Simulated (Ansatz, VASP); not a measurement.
**SbS3: VASP beside Ansatz**

```
Sb S
1.0
     4.46370    0.00000    0.00000
     0.00000    4.46370    0.00000
     0.00000    0.00000    4.46370
Sb S
1 3
Cartesian
  0.0000 0.0000 0.0000
  0.0000 2.2319 2.2319
  2.2319 0.0000 2.2319
  2.2319 2.2319 0.0000
```

Alike in both runs: task relaxation of cell and atoms; functional PBE; k mesh 4 × 4 × 4; occupations gaussian, width 0.1 eV; no spin polarisation.

```csv
,VASP,Ansatz
version,VASP 6.6.1,Ansatz 0.2.0
potentials or method,"VASP PAW PBE potentials, release 64 (Sb, S), cutoff 600 eV","scalar-relativistic, plane waves, PAW"
valence electrons in the cell,23,33
```

```tsv
	VASP	Ansatz	Ansatz less VASP
gap on the k mesh at the Fermi level, each at its own relaxed structure (eV)	none	none	-
relaxed volume (Å³/atom)	19.01	19.14	+0.125
relaxed cell length with the largest relative difference (Å)	4.237	4.246	+0.0093
```

A gap of «none» marks a metal or a gap that the smearing closes. VASP's potentials hold 23 valence electrons a cell and Ansatz's 33, so a difference there can come from the potentials and not from the codes.

Spin-orbit coupling is off throughout.
